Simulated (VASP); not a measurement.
# Ag (Fm-3m) in VASP: further runs

Runs on Ag. Level: PBEsol. Tasks: electric field gradients.

Program: VASP 6.6.1. These are calculated values, not measurements. Logs are shortened: lines on timing, memory, paths and dates and some standing lists are left out, and cuts for length are marked.

## Step 1: The cell of the first run

It takes space group Fm-3m (No. 225, cubic). The conventional cell has a = 4.059 Å, b = 4.059 Å, c = 4.059 Å, α = 90.00°, β = 90.00°, γ = 90.00°. Ag (site symmetry m-3m) has 12 Ag at 2.87 Å within 3.8 Å.

## Step 2: Electric field gradients, PBEsol (volume scaled by 0.98)

The input, INCAR:

```
  PREC = Accurate
  ENCUT = 520
  EDIFF = 1E-8
  ISMEAR = -1
  SIGMA = 0.03
  LREAL = F
  LASPH = T
  NELM = 60
  ALGO = Normal
  ISIF = 2
  LWAVE = F
  LCHARG = F
  GGA = PS
  LEFG = T
  NBANDS = 12
```

The input, KPOINTS:

```
Automatic mesh
0
Gamma
  15 15 15
```

The input, POSCAR:

```
Ag
1.0
    0.0000000000      2.0293875063      2.0293875063
    2.0293875063      0.0000000000      2.0293875063
    2.0293875063      2.0293875063      0.0000000000
Ag
1
Direct
    0.0000000000      0.0000000000      0.0000000000
```

Potentials or basis: VASP PAW PBE potentials, release 64 (Ag).

Command:

```console
> cat potpaw_PBE.64/Ag/POTCAR > POTCAR
> mpirun -np 1 vasp_std > vasp.out
```

OUTCAR:

```text
PREC = Accurate
   ENCUT = 520
   EDIFF = 1E-8
   ISMEAR = -1
   LREAL = F
   LASPH = T
   NELM = 60
   ISIF = 2
   GGA = PS

 ion  position               nearest neighbor table
   1  0.000  0.000  0.000-

  LATTYP: Found a face centered cubic cell.
 ALAT       =     4.0587750126

  Lattice vectors:

 A1 = (   0.0000000000,   2.0293875063,   2.0293875063)
 A2 = (   2.0293875063,   0.0000000000,   2.0293875063)
 A3 = (   2.0293875063,   2.0293875063,   0.0000000000)

Analysis of symmetry for initial positions (statically):
=====================================================================
 Subroutine PRICEL returns:
 Original cell was already a primitive cell.

 Routine SETGRP: Setting up the symmetry group for a
 face centered cubic supercell.

 Subroutine GETGRP returns: Found 48 space group operations
 (whereof 48 operations were pure point group operations)
 out of a pool of 48 trial point group operations.

The static configuration has the point symmetry O_h .

Analysis of symmetry for dynamics (positions and initial velocities):
=====================================================================
 Subroutine PRICEL returns:
 Original cell was already a primitive cell.

 Routine SETGRP: Setting up the symmetry group for a
 face centered cubic supercell.

 Subroutine GETGRP returns: Found 48 space group operations
 (whereof 48 operations were pure point group operations)
 out of a pool of 48 trial point group operations.

The dynamic configuration has the point symmetry O_h .

 Subroutine INISYM returns: Found 48 space group operations
 (whereof 48 operations are pure point group operations),
 and found     1 'primitive' translations

----------------------------------------------------------------------------------------

                                     Primitive cell

  volume of cell :      16.7157

  direct lattice vectors                    reciprocal lattice vectors
     0.000000000  2.029387506  2.029387506    -0.246379757  0.246379757  0.246379757
     2.029387506  0.000000000  2.029387506     0.246379757 -0.246379757  0.246379757
     2.029387506  2.029387506  0.000000000     0.246379757  0.246379757 -0.246379757

  length of vectors
     2.869987335  2.869987335  2.869987335     0.426742257  0.426742257  0.426742257

  position of ions in fractional coordinates (direct lattice)
     0.000000000  0.000000000  0.000000000

  ion indices of the primitive-cell ions
   primitive index   ion index
                 1           1

----------------------------------------------------------------------------------------

 KPOINTS: Automatic mesh

Automatic generation of k-mesh.
 Grid dimensions read from file:
 generate k-points for:   15   15   15

 Generating k-lattice:

  Cartesian coordinates                     Fractional coordinates (reciprocal lattice)
    -0.016425317  0.016425317  0.016425317     0.066666667  0.000000000  0.000000000
     0.016425317 -0.016425317  0.016425317     0.000000000  0.066666667  0.000000000
     0.016425317  0.016425317 -0.016425317     0.000000000  0.000000000  0.066666667

  Length of vectors
     0.028449484  0.028449484  0.028449484

  Shift w.r.t. Gamma in fractional coordinates (k-lattice)
     0.000000000  0.000000000  0.000000000

 Subroutine IBZKPT returns following result:
 ===========================================

 Found    120 irreducible k-points:

 Following reciprocal coordinates:
            Coordinates               Weight
  0.000000  0.000000  0.000000      1.000000
  0.066667  0.000000  0.000000      8.000000
  0.133333  0.000000  0.000000      8.000000
  0.200000  0.000000  0.000000      8.000000
  0.266667  0.000000  0.000000      8.000000
  0.333333  0.000000  0.000000      8.000000
[... 16 lines left out ...]
  0.133333  0.133333  0.000000      6.000000
  0.200000  0.133333  0.000000     24.000000
 [... further k-points ...]
   k-points           NKPTS =    120   k-points in BZ     NKDIM =    120   number of bands    NBANDS=     12
   number of dos      NEDOS =    301   number of ions     NIONS =      1
   total plane-waves  NPLWV =  13824
   dimension x,y,z NGX =    24 NGY =   24 NGZ =   24
   dimension x,y,z NGXF=    48 NGYF=   48 NGZF=   48
   ions per type =               1
   NGX,Y,Z   is equivalent  to a cutoff of  13.90, 13.90, 13.90 a.u.
   NGXF,Y,Z  is equivalent  to a cutoff of  27.80, 27.80, 27.80 a.u.
 SYSTEM =  unknown system
   PREC   = accura    normal or accurate (medium, high low for compatibility)
   ISTART =      0    job   : 0-new  1-cont  2-samecut
   ICHARG =      2    charge: 1-file 2-atom 10-const
   ISPIN  =      1    spin polarized calculation?
   LNONCOLLINEAR =      F non collinear calculations
   LSORBIT =      F    spin-orbit coupling
   LASPH  =      T    aspherical Exc in radial PAW
   ENCUT  =  520.0 eV  38.22 Ry    6.18 a.u.   5.34  5.34  5.34*2*pi/ulx,y,z
   NELM   =     60;   NELMIN=  2; NELMDL= -5     # of ELM steps
   EDIFF  = 0.1E-07   stopping-criterion for ELM
   LREAL  =      F    real-space projection
   EDIFFG = 0.1E-06   stopping-criterion for IOM
   NSW    =      0    number of steps for IOM
   IBRION =     -1    ionic relax: 0-MD 1-quasi-New 2-CG
   NFREE  =      0    steps in history (QN), initial steepest desc. (CG)
   ISIF   =      2    stress and relaxation
   ISYM   =      2    0-nonsym 1-usesym 2-fastsym
   POTIM  = 0.5000    time-step for ionic-motion
   TEBEG  =    0.0;   TEEND  =   0.0 temperature during run
   PSTRESS=    0.0 pullay stress
   NELECT =      11.0000    total number of electrons
   NUPDOWN=      -1.0000    fix difference up-down
   EMIN   =  10.00;   EMAX   =-10.00  energy-range for DOS
   EFERMI =   0.00;   METHOD = LEGACY
   ISMEAR =    -1;   SIGMA  =   0.03  broadening in eV -4-tet -1-fermi 0-gaus
   EFERMI_NEDOS =   21; number of points for ismear=-14 and -15
   IALGO  =     38    algorithm
   IMIX   =      4    mixing-type and parameters
     AMIX     =   0.40;   BMIX     =  1.00
     AMIX_MAG =   1.60;   BMIX_MAG =  1.00
  volume/ion in A,a.u.               =      16.72       112.80
  Fermi-wavevector in a.u.,A,eV,Ry     =   1.423959  2.690892 27.587969  2.027659
  Thomas-Fermi vector in A             =   2.544501
   LORBIT       =      0    0 simple, 1 ext, 2 COOP (PROOUT), +10 PAW based schemes
   GGA     = PS    functional components
   LHFCALC =     F    Hartree Fock is set to
   AEXX    =    0.0000 exact exchange contribution
   IVDW    =     0    specifies the selected vdW correction
   LEPSILON=     F    determine dielectric tensor
   LRPA    =     F    only Hartree local field effects (RPA)
 non-spin polarized calculation
  energy-cutoff  :      520.00
  volume of cell :       16.72
 maximum number of plane-waves:       463
 NGX is ok and might be reduce to    24
   NGX = 11   NGY = 11   NGZ = 11

 number of electron      11.0000000 magnetization

 Free energy of the ion-electron system (eV)
  ---------------------------------------------------
  ext. energy  EPLUGINS =         0.00000000
  ---------------------------------------------------
  free energy    TOTEN  =        -3.30614666 eV

  energy without entropy =       -3.30467554  energy(sigma->0) =       -3.30541110

 E-fermi :   8.6571     XC(G=0): -12.5316

 val. band max:        8.6525278120   @ k =  -0.3333   0.2000   0.0000
 cond. band min:       8.6571096589   @ k =  -0.4000   0.1333   0.0000
 fundamental gap:      0.0045818469
 Fermi energy:         8.6570789705

 k-point     1 :       0.0000    0.0000    0.0000
  band No.  band energies     occupation
      1       0.5313      2.00000
      2       3.6613      2.00000
      3       3.6613      2.00000
      4       3.6613      2.00000
      5       4.7449      2.00000
      6       4.7449      2.00000
      7      24.5372      0.00000
      8      28.2266      0.00000
      9      28.2266      0.00000
     10      28.2266      0.00000
     11      33.0976      0.00000
     12      34.3524      0.00000

 k-point     2 :       0.0667    0.0000    0.0000
  band No.  band energies     occupation
      1       0.6724      2.00000
      2       3.6276      2.00000
      3       3.7012      2.00000
      4       3.7012      2.00000
      5       4.7295      2.00000
      6       4.7295      2.00000
      7      24.5697      0.00000
      8      27.0916      0.00000
      9      28.2938      0.00000
     10      28.2938      0.00000
     11      33.1349      0.00000
     12      34.1631      0.00000
[... 316 lines left out ...]
 k-point    24 :       0.2000    0.1333    0.0000
  band No.  band energies     occupation
      1       1.6884      2.00000
      2       3.2485      2.00000
      3       4.0337      2.00000
      4       4.0691      2.00000
      5       4.4799      2.00000
      6       4.9425      2.00000
      7      23.7344      0.00000
      8      25.2655      0.00000
      9      25.7587      0.00000
     10      27.2082      0.00000
     11      30.9960      0.00000
     12      33.9809      0.00000

 [... further k-points ...]

------------------------ aborting loop because EDIFF is reached ----------------------------------------

  FORCE on cell =-STRESS in cart. coord.  units (eV):
  Direction    XX          YY          ZZ          XY          YZ          ZX
  --------------------------------------------------------------------------------------
  -------------------------------------------------------------------------------------
  Total       -0.0794531     -0.0794531     -0.0794531     -0.0000000      0.0000000      0.0000000
  in kB       -7.6154649     -7.6154649     -7.6154649     -0.0000000      0.0000000      0.0000000
  external PRESSURE =      -7.6154649 kB  Pullay stress =       0.0000000 kB

 VOLUME and BASIS-vectors are now :
 -----------------------------------------------------------------------------
  energy-cutoff  :      520.00
  volume of cell :       16.72
      direct lattice vectors                 reciprocal lattice vectors
     0.000000000  2.029387506  2.029387506    -0.246379757  0.246379757  0.246379757
     2.029387506  0.000000000  2.029387506     0.246379757 -0.246379757  0.246379757
     2.029387506  2.029387506  0.000000000     0.246379757  0.246379757 -0.246379757

 POSITION                                       TOTAL-FORCE (eV/Angst)
 -----------------------------------------------------------------------------------
      0.00000      0.00000      0.00000         0.000000      0.000000      0.000000
 -----------------------------------------------------------------------------------
    total drift:                               -0.000000      0.000000      0.000000

  FREE ENERGIE OF THE ION-ELECTRON SYSTEM (eV)
  ---------------------------------------------------
  free  energy   TOTEN  =        -3.3061466643 eV

  energy  without entropy=       -3.3046755363  energy(sigma->0) =       -3.30541110

 Electric field gradients (V/A^2)
---------------------------------------------------------------------
 ion       V_xx      V_yy      V_zz      V_xy      V_xz      V_yz
---------------------------------------------------------------------
   1       0.000     0.000    -0.000     0.001     0.001     0.001
---------------------------------------------------------------------

 Electric field gradients after diagonalization (V/A^2)
 (convention: |V_zz| > |V_xx| > |V_yy|)
----------------------------------------------------------------------
 ion       V_xx      V_yy      V_zz     asymmetry (V_yy - V_xx)/ V_zz
----------------------------------------------------------------------
   1      -0.001    -0.001     0.001       0.000
----------------------------------------------------------------------

           NMR quadrupolar parameters

 Cq : quadrupolar parameter    Cq=e*Q*V_zz/h
 eta: asymmetry parameters     (V_yy - V_xx)/ V_zz
 Q  : nuclear electric quadrupole moment in mb (millibarn)
----------------------------------------------------------------------
 ion       Cq(MHz)       eta       Q (mb)
----------------------------------------------------------------------
   1       0.000       0.000       1.000
----------------------------------------------------------------------
```

It took 10 s on 1 thread of Intel Xeon 6975P-C, shared host; peak memory 0.15 GiB.

Results:

| Item | Value |
| --- | --- |
| Free energy | -3.3061 eV |
| Pressure | -0.8 GPa |

Caveat: without QUAD_EFG the Cq values of the log hold for a quadrupole moment of 1 mb, not for the nuclei; the PAW data sets were made with another functional, which shifts forces and pressure a little.

## Step 3: Electric field gradients, PBEsol (volume scaled by 1.01)

The input, INCAR:

```
SYSTEM = Ag
ALGO = Normal
EDIFF = 1E-8
ENCUT = 520
GGA = PS
ISIF = 2
ISMEAR = -1
LASPH = .TRUE.
LCHARG = .FALSE.
LEFG = .TRUE.
LREAL = .FALSE.
LWAVE = .FALSE.
NBANDS = 12
NELM = 100
PREC = Accurate
SIGMA = 0.03
```

The input, KPOINTS:

```
k-points
0
G
  15 15 15
  0 0 0
```

The input, POSCAR:

```
Ag
1.0
    0.0000000000      2.0498877575      2.0498877575
    2.0498877575      0.0000000000      2.0498877575
    2.0498877575      2.0498877575      0.0000000000
Ag
1
Direct
    0.0000000000      0.0000000000      0.0000000000
```

Potentials or basis: VASP PAW PBE potentials, release 64 (Ag).

Command:

```console
> cat potpaw_PBE.64/Ag/POTCAR > POTCAR
> mpirun -np 1 vasp_std > vasp.out
```

OUTCAR:

```text
SYSTEM = Ag
   EDIFF = 1E-8
   ENCUT = 520
   GGA = PS
   ISIF = 2
   ISMEAR = -1
   LASPH = .TRUE.
   LREAL = .FALSE.
   NELM = 100
   PREC = Accurate

 ion  position               nearest neighbor table
   1  0.000  0.000  0.000-

  LATTYP: Found a face centered cubic cell.
 ALAT       =     4.0997755150

  Lattice vectors:

 A1 = (   0.0000000000,   2.0498877575,   2.0498877575)
 A2 = (   2.0498877575,   0.0000000000,   2.0498877575)
 A3 = (   2.0498877575,   2.0498877575,   0.0000000000)

[... 564 lines left out ...]
    total drift:                               -0.000000      0.000000      0.000000

  FREE ENERGIE OF THE ION-ELECTRON SYSTEM (eV)
  ---------------------------------------------------
  free  energy   TOTEN  =        -3.2987955096 eV

  energy  without entropy=       -3.2973021259  energy(sigma->0) =       -3.29804882

 Electric field gradients (V/A^2)
---------------------------------------------------------------------
 ion       V_xx      V_yy      V_zz      V_xy      V_xz      V_yz
---------------------------------------------------------------------
   1      -0.000    -0.000    -0.000     0.001     0.001     0.001
---------------------------------------------------------------------

 Electric field gradients after diagonalization (V/A^2)
 (convention: |V_zz| > |V_xx| > |V_yy|)
----------------------------------------------------------------------
 ion       V_xx      V_yy      V_zz     asymmetry (V_yy - V_xx)/ V_zz
----------------------------------------------------------------------
   1      -0.001    -0.001     0.001       0.000
----------------------------------------------------------------------

           NMR quadrupolar parameters

 Cq : quadrupolar parameter    Cq=e*Q*V_zz/h
 eta: asymmetry parameters     (V_yy - V_xx)/ V_zz
 Q  : nuclear electric quadrupole moment in mb (millibarn)
----------------------------------------------------------------------
 ion       Cq(MHz)       eta       Q (mb)
----------------------------------------------------------------------
   1       0.000       0.000       1.000
----------------------------------------------------------------------
```

Wall time 10 s (1 thread of Intel Xeon 6975P-C, shared host); peak memory 0.15 GiB.

Results:

```yaml
Free_energy: -3.2988 eV
Pressure: -3.9 GPa
```

Levels at points of the mesh, in eV from the Fermi level:
| k point | band 2 | band 3 | band 4 | band 5 | band 6 | band 7 | band 8 | band 9 | band 10 | band 11 |
| --- | --- | --- | --- | --- | --- | --- | --- | --- | --- | --- |
| (0.00, 0.00, 0.00) | -4.87 | -4.87 | -4.87 | -3.84 | -3.84 | 15.84 | 19.35 | 19.35 | 19.35 | 24.14 |

Caveat: without QUAD_EFG the Cq values of the log hold for a quadrupole moment of 1 mb, not for the nuclei; the PAW data sets were made with another functional, which shifts forces and pressure a little.
